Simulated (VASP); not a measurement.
# Zr12H (a cell with a defect) in VASP: further runs

Runs on Zr12H (a cell with a defect). Level: PBE. Tasks: single point.

All numbers are computed with VASP 6.6.1; they aren't measurements. Logs are shortened: lines on timing, memory, paths and dates and some standing lists are left out, and cuts for length are marked.

### 1 The cell of the first run

The cell holds a defect, 13 atoms: a = 6.460 Å, b = 9.690 Å, c = 5.145 Å, α = 90.00°, β = 90.00°, γ = 120.00°.

### 2 Single point, PBE

INCAR

```
ALGO = Normal ; EDIFF = 1E-7
ENCUT = 520 ; GGA = PE
ISIF = 2 ; ISMEAR = 0
LASPH = True ; LCHARG = False
LREAL = False ; LWAVE = False
NBANDS = 84 ; NELM = 80
PREC = Accurate ; SIGMA = 0.05
```

KPOINTS

```
k-points
0
Gamma
  3 2 3
```

POSCAR

```
Zr12H
1.0
    6.4600000000      0.0000000000      0.0000000000
   -4.8450000000      8.3917860000      0.0000000000
    0.0000000000      0.0000000000      5.1453900000
Zr H
12 1
Direct
    0.0044889310      0.0038391112      0.0027039738
    0.1722341124      0.2254857309      0.4805052678
   -0.0017559109      0.3315760197     -0.0108944123
    0.1628104348      0.5523402289      0.5041318540
   -0.0009593931      0.6662304067      0.0034510504
    0.1657582853      0.8903185806      0.4987713273
    0.4967397920      0.0036204450      0.0099782524
    0.6668150227      0.2219634771      0.4914638152
    0.5029274602      0.3348591110     -0.0151294654
    0.6686591103      0.5546633339      0.5043578815
    0.4946925309      0.6601704333      0.0187911898
    0.6650103132      0.8885871256      0.4966284383
    0.6624787943      0.8867320973      0.8863773203
```

Potentials or basis: VASP PAW PBE potentials, release 64 (Zr_sv, H).

Launch:

```
cat potpaw_PBE.64/Zr_sv/POTCAR potpaw_PBE.64/H/POTCAR > POTCAR
mpirun -np 1 vasp_std > vasp.out
```

OUTCAR:

```text
EDIFF = 1E-7
   ENCUT = 520
   GGA = PE
   ISIF = 2
   ISMEAR = 0
   LASPH = True
   LREAL = False
   NELM = 80
   PREC = Accurate

 ion  position               nearest neighbor table
   1  0.004  0.004  0.003-  13 2.01   2 3.08   6 3.16  12 3.17   7 3.18   6 3.19   3 3.20   9 3.22
                            12 3.22   5 3.25   2 3.27   7 3.28  11 3.31
   2  0.172  0.225  0.481-   1 3.08   3 3.14   9 3.15   9 3.19   4 3.20  10 3.20   8 3.21   3 3.21
                             6 3.23   8 3.25   1 3.27  12 3.27
   3  0.998  0.332  0.989-   4 3.11   2 3.14   8 3.16   8 3.18   1 3.20  11 3.20   7 3.21   2 3.21
                             9 3.22   4 3.23   5 3.24   9 3.24
   4  0.163  0.552  0.504-   3 3.11  11 3.11   5 3.18   5 3.18   2 3.20   8 3.20  10 3.20   3 3.23
                            11 3.23  12 3.25  10 3.26   6 3.27
   5  0.999  0.666  0.003-  10 3.16   6 3.17  10 3.17   4 3.18   4 3.18   6 3.21   9 3.21  11 3.23
                            11 3.23   3 3.24   7 3.24   1 3.25
   6  0.166  0.890  0.499-   7 3.12   1 3.16   5 3.17   1 3.19   5 3.21   7 3.22   8 3.23  12 3.23
                             2 3.23  10 3.23  12 3.23   4 3.27
   7  0.497  0.004  0.010-  13 2.01   8 3.08   6 3.12  12 3.15   1 3.18   9 3.19   3 3.21   6 3.22
                             8 3.24   5 3.24  12 3.26   1 3.28  11 3.32
   8  0.667  0.222  0.491-   7 3.08   9 3.15   3 3.16   3 3.18   4 3.20   9 3.20   2 3.21  10 3.22
                            12 3.22   6 3.23   7 3.24   2 3.25
   9  0.503  0.335  0.985-  10 3.08   8 3.15   2 3.15  11 3.18   2 3.19   7 3.19   8 3.20   5 3.21
                             1 3.22   3 3.22   3 3.24  10 3.25
  10  0.669  0.555  0.504-   9 3.08  11 3.11   5 3.16   5 3.17   2 3.20   4 3.20   8 3.22   6 3.23
                            11 3.23   9 3.25  12 3.25   4 3.26
  11  0.495  0.660  0.019-  13 2.02   4 3.11  10 3.11  12 3.12   9 3.18   3 3.20   5 3.23   5 3.23
                             4 3.23  10 3.23  12 3.30   1 3.31   7 3.32
  12  0.665  0.889  0.497-  13 2.01  11 3.12   7 3.15   1 3.17   1 3.22   8 3.22   6 3.23   6 3.23
                            10 3.25   4 3.25   7 3.26   2 3.27  11 3.30
  13  0.662  0.887  0.886-   1 2.01  12 2.01   7 2.01  11 2.02

  LATTYP: Found a simple monoclinic cell.
 ALAT       =     6.4600000000
 B/A-ratio  =     0.7965000000
 C/A-ratio  =     1.3228756308
 COS(beta)  =    -0.1889822400

  Lattice vectors:

 A1 = (   6.4600000000,   0.0000000000,   0.0000000000)
 A2 = (   0.0000000000,   0.0000000000,   5.1453900000)
 A3 = (  -1.6150000000,  -8.3917860000,   0.0000000000)

Analysis of symmetry for initial positions (statically):
=====================================================================
 Subroutine PRICEL returns:
 Original cell was already a primitive cell.

 Routine SETGRP: Setting up the symmetry group for a
 simple monoclinic supercell.

 Subroutine GETGRP returns: Found  1 space group operations
 (whereof  1 operations were pure point group operations)
 out of a pool of  4 trial point group operations.

The static configuration has the point symmetry C_1 .

Analysis of symmetry for dynamics (positions and initial velocities):
=====================================================================
 Subroutine PRICEL returns:
 Original cell was already a primitive cell.

 Routine SETGRP: Setting up the symmetry group for a
 simple monoclinic supercell.

 Subroutine GETGRP returns: Found  1 space group operations
 (whereof  1 operations were pure point group operations)
 out of a pool of  4 trial point group operations.

The dynamic configuration has the point symmetry C_1 .

 Subroutine INISYM returns: Found  1 space group operations
 (whereof  1 operations are pure point group operations),
 and found     1 'primitive' translations

----------------------------------------------------------------------------------------

                                     Primitive cell

  volume of cell :     278.9364

  direct lattice vectors                    reciprocal lattice vectors
     6.460000000  0.000000000  0.000000000     0.154798762  0.089373108  0.000000000
    -4.845000000  8.391786000  0.000000000     0.000000000  0.119164145  0.000000000
     0.000000000  0.000000000  5.145390000     0.000000000  0.000000000  0.194348728

  length of vectors
     6.460000000  9.689999859  5.145390000     0.178746214  0.119164145  0.194348728
[... 69 lines left out ...]
|                                                                             |
 -----------------------------------------------------------------------------

 Subroutine IBZKPT returns following result:
 ===========================================

 Found     10 irreducible k-points:

 Following reciprocal coordinates:
            Coordinates               Weight
  0.000000  0.000000  0.000000      1.000000
  0.333333  0.000000  0.000000      2.000000
  0.000000  0.500000  0.000000      1.000000
  0.333333  0.500000  0.000000      2.000000
  0.000000  0.000000  0.333333      2.000000
  0.333333  0.000000  0.333333      2.000000
 -0.333333  0.000000  0.333333      2.000000
  0.000000  0.500000  0.333333      2.000000
  0.333333  0.500000  0.333333      2.000000
 -0.333333  0.500000  0.333333      2.000000
   k-points           NKPTS =     10   k-points in BZ     NKDIM =     10   number of bands    NBANDS=     84
   number of dos      NEDOS =    301   number of ions     NIONS =     13
   total plane-waves  NPLWV = 138240
   dimension x,y,z NGX =    48 NGY =   72 NGZ =   40
   dimension x,y,z NGXF=    96 NGYF=  144 NGZF=   80
   ions per type =              12   1
   NGX,Y,Z   is equivalent  to a cutoff of  12.35, 12.35, 12.92 a.u.
   NGXF,Y,Z  is equivalent  to a cutoff of  24.71, 24.71, 25.85 a.u.
 SYSTEM =  unknown system
   PREC   = accura    normal or accurate (medium, high low for compatibility)
   ISTART =      0    job   : 0-new  1-cont  2-samecut
   ICHARG =      2    charge: 1-file 2-atom 10-const
   ISPIN  =      1    spin polarized calculation?
   LNONCOLLINEAR =      F non collinear calculations
   LSORBIT =      F    spin-orbit coupling
   LASPH  =      T    aspherical Exc in radial PAW
   ENCUT  =  520.0 eV  38.22 Ry    6.18 a.u.  12.01 18.02  9.57*2*pi/ulx,y,z
   NELM   =     80;   NELMIN=  2; NELMDL= -5     # of ELM steps
   EDIFF  = 0.1E-06   stopping-criterion for ELM
   LREAL  =      F    real-space projection
   EDIFFG = 0.1E-05   stopping-criterion for IOM
   NSW    =      0    number of steps for IOM
   IBRION =     -1    ionic relax: 0-MD 1-quasi-New 2-CG
   NFREE  =      0    steps in history (QN), initial steepest desc. (CG)
   ISIF   =      2    stress and relaxation
   ISYM   =      2    0-nonsym 1-usesym 2-fastsym
   POTIM  = 0.5000    time-step for ionic-motion
   TEBEG  =    0.0;   TEEND  =   0.0 temperature during run
   PSTRESS=    0.0 pullay stress
   NELECT =     145.0000    total number of electrons
   NUPDOWN=      -1.0000    fix difference up-down
   EMIN   =  10.00;   EMAX   =-10.00  energy-range for DOS
   EFERMI =   0.00;   METHOD = LEGACY
   ISMEAR =     0;   SIGMA  =   0.05  broadening in eV -4-tet -1-fermi 0-gaus
   EFERMI_NEDOS =   21; number of points for ismear=-14 and -15
   IALGO  =     38    algorithm
   IMIX   =      4    mixing-type and parameters
     AMIX     =   0.40;   BMIX     =  1.00
     AMIX_MAG =   1.60;   BMIX_MAG =  1.00
  volume/ion in A,a.u.               =      21.46       144.80
  Fermi-wavevector in a.u.,A,eV,Ry     =   1.316323  2.487490 23.574895  1.732706
  Thomas-Fermi vector in A             =   2.446443
   LORBIT       =      0    0 simple, 1 ext, 2 COOP (PROOUT), +10 PAW based schemes
   GGA     = PE    functional components
   LHFCALC =     F    Hartree Fock is set to
   AEXX    =    0.0000 exact exchange contribution
   IVDW    =     0    specifies the selected vdW correction
   LEPSILON=     F    determine dielectric tensor
   LRPA    =     F    only Hartree local field effects (RPA)
 non-spin polarized calculation
 Gauss-broadening in eV      SIGMA  =   0.05
  energy-cutoff  :      520.00
  volume of cell :      278.94
 maximum number of plane-waves:      7545
   NGX = 25   NGY = 37   NGZ = 19

 number of electron     145.0000001 magnetization

 Free energy of the ion-electron system (eV)
  ---------------------------------------------------
  ext. energy  EPLUGINS =         0.00000000
  ---------------------------------------------------
  free energy    TOTEN  =      -105.75024866 eV

  energy without entropy =     -105.71386864  energy(sigma->0) =     -105.73205865

 E-fermi :   9.0287     XC(G=0): -11.1274

 val. band max:        9.0235817355   @ k =   0.3333   0.5000   0.3333
 cond. band min:       9.0332221085   @ k =   0.3333   0.0000   0.3333
 fundamental gap:      0.0096403730
 Fermi energy:         9.0286542683

 k-point     1 :       0.0000    0.0000    0.0000
  band No.  band energies     occupation
      1     -39.7742      2.00000
      2     -39.6863      2.00000
      3     -39.6692      2.00000
      4     -39.6557      2.00000
      5     -39.6311      2.00000
      6     -39.6229      2.00000
[... 859 lines left out ...]
     83       9.7441      0.00000
     84      10.0505      0.00000

------------------------ aborting loop because EDIFF is reached ----------------------------------------

  FORCE on cell =-STRESS in cart. coord.  units (eV):
  Direction    XX          YY          ZZ          XY          YZ          ZX
  --------------------------------------------------------------------------------------
  -------------------------------------------------------------------------------------
  Total        3.5871065      3.4876686      4.1729900      0.1539249     -0.1120088      0.1105203
  in kB       20.6039097     20.0327503     23.9691542      0.8841259     -0.6433649      0.6348156
  external PRESSURE =      21.5352714 kB  Pullay stress =       0.0000000 kB

 VOLUME and BASIS-vectors are now :
 -----------------------------------------------------------------------------
  energy-cutoff  :      520.00
  volume of cell :      278.94
      direct lattice vectors                 reciprocal lattice vectors
     6.460000000  0.000000000  0.000000000     0.154798762  0.089373108  0.000000000
    -4.845000000  8.391786000  0.000000000     0.000000000  0.119164145  0.000000000
     0.000000000  0.000000000  5.145390000     0.000000000  0.000000000  0.194348728

 POSITION                                       TOTAL-FORCE (eV/Angst)
 -----------------------------------------------------------------------------------
      0.01040      0.03222      0.01391        -0.000581      0.010396     -0.006059
      0.02015      1.89223      2.47239         0.006071      0.006488     -0.002959
      4.84217      2.78252      5.08933         0.018464      0.007308     -0.017564
     -1.62433      4.63512      2.59396        -0.012112      0.015842      0.014829
      3.22592      5.59086      0.01776         0.019387      0.004363     -0.014918
     -3.24279      7.47136      2.56637         0.013775     -0.027387     -0.007969
      3.19140      0.03038      0.05134        -0.020635     -0.009999      0.022860
      3.23221      1.86267      2.52877        -0.003854     -0.000598     -0.006429
      1.62652      2.81007      5.06754        -0.007722     -0.000159     -0.011957
      1.63219      4.65462      2.59512         0.000008     -0.010311      0.002467
     -0.00281      5.54001      0.09669        -0.004997     -0.011425      0.019394
     -0.00924      7.45683      2.55535        -0.007534      0.011065      0.010387
     -0.01660      7.44127      4.56076        -0.000269      0.004418     -0.002083
 -----------------------------------------------------------------------------------
    total drift:                               -0.000006      0.000033      0.000010

  FREE ENERGIE OF THE ION-ELECTRON SYSTEM (eV)
  ---------------------------------------------------
  free  energy   TOTEN  =      -105.7502486571 eV

  energy  without entropy=     -105.7138686420  energy(sigma->0) =     -105.73205865
```

Run time: 6.6 min. Hardware: 1 thread of Intel Xeon Platinum 8375C at 2.90GHz (Ice Lake), shared host; peak memory 0.44 GiB.

What came out:

```
Free energy   : -105.7502 eV
Pressure      : 2.2 GPa
Largest force : 0.032 eV/Å
```

Forces on the atoms (eV/Å):
```
Zr  -0.001  0.010 -0.006
Zr   0.006  0.006 -0.003
Zr   0.018  0.007 -0.018
Zr  -0.012  0.016  0.015
Zr   0.019  0.004 -0.015
Zr   0.014 -0.027 -0.008
Zr  -0.021 -0.010  0.023
Zr  -0.004 -0.001 -0.006
Zr  -0.008  0.000 -0.012
Zr   0.000 -0.010  0.002
Zr  -0.005 -0.011  0.019
Zr  -0.008  0.011  0.010
H    0.000  0.004 -0.002
```

Levels at points of the mesh, in eV from the Fermi level:
```tsv
k point	band 70	band 71	band 72	band 73	band 74	band 75
(0.00, 0.00, 0.00)	-0.25	0.12	0.23	0.49	0.56	0.74
(0.00, 0.50, 0.00)	-0.15	-0.05	0.06	0.17	0.24	0.51
```

Caveat: the k points lie up to 0.41 Å⁻¹ apart.

### 3 Single point, PBE

INCAR

```
SYSTEM = Zr12H
ALGO = Normal
EDIFF = 1E-7
ENCUT = 520
GGA = PE
ISIF = 2
ISMEAR = 0
LASPH = .TRUE.
LCHARG = .FALSE.
LREAL = .FALSE.
LWAVE = .FALSE.
NBANDS = 84
NELM = 100
PREC = Accurate
SIGMA = 0.05
```

KPOINTS

```
k-points
0
G
  3 2 3
  0 0 0
```

POSCAR

```
Zr12H
1.0
    6.4600000000      0.0000000000      0.0000000000
   -4.8450000000      8.3917860000      0.0000000000
    0.0000000000      0.0000000000      5.1453900000
Zr H
12 1
Direct
    0.0033013401      0.0071138611      0.0057260966
    0.1841003620      0.2274198842      0.4911322563
    0.0046937722      0.3299537190     -0.0060271427
    0.1557417045      0.5518688155      0.4943541695
   -0.0041103145      0.6699771658     -0.0087087665
    0.1636490755      0.8925193040      0.4977976402
    0.4861162735      0.0032538961      0.0061835935
    0.6799911468      0.2186354609      0.4947216829
    0.5195961502      0.3370817607     -0.0067155259
    0.6662314216      0.5557727521      0.4973963101
    0.4869572766      0.6538051614      0.0088465597
    0.6587124171      0.8866384343      0.5079393399
    0.6563191975      0.8850274542      0.9299411706
```

Potentials or basis: VASP PAW PBE potentials, release 64 (Zr_sv, H).

Launch:

```
cat potpaw_PBE.64/Zr_sv/POTCAR potpaw_PBE.64/H/POTCAR > POTCAR
mpirun -np 1 vasp_std > vasp.out
```

Wall time 6.8 min (1 thread of Intel Xeon Platinum 8375C at 2.90GHz (Ice Lake), shared host); peak memory 0.44 GiB.

The run converged. Its results:

- Free energy: -105.6798 eV
- Pressure: 2.2 GPa
- Largest force: 0.401 eV/Å

Forces on the atoms (eV/Å):
```
Zr  -0.036 -0.020  0.053
Zr  -0.003 -0.003 -0.037
Zr  -0.010  0.012 -0.009
Zr   0.016  0.019  0.018
Zr   0.018 -0.015  0.006
Zr   0.007  0.000  0.018
Zr   0.038 -0.030  0.112
Zr  -0.039  0.018  0.023
Zr  -0.017 -0.004 -0.007
Zr   0.012 -0.016  0.034
Zr   0.016  0.052  0.108
Zr   0.004 -0.032  0.079
H   -0.006  0.018 -0.400
```

Stress tensor (GPa, compression positive):
```
 2.38  0.14 -0.03
 0.14  2.67 -0.07
-0.03 -0.07  1.48
```

Levels at points of the mesh, in eV from the Fermi level:
| k point | band 69 | band 70 | band 71 | band 72 | band 73 | band 74 | band 75 | band 76 |
| --- | --- | --- | --- | --- | --- | --- | --- | --- |
| (0.00, 0.00, 0.00) | -0.44 | -0.23 | 0.08 | 0.25 | 0.46 | 0.61 | 0.71 | 0.77 |
| (0.00, 0.50, 0.00) | -0.16 | -0.13 | -0.07 | 0.01 | 0.16 | 0.17 | 0.44 | 0.54 |

Caveat: the k points lie up to 0.41 Å⁻¹ apart.
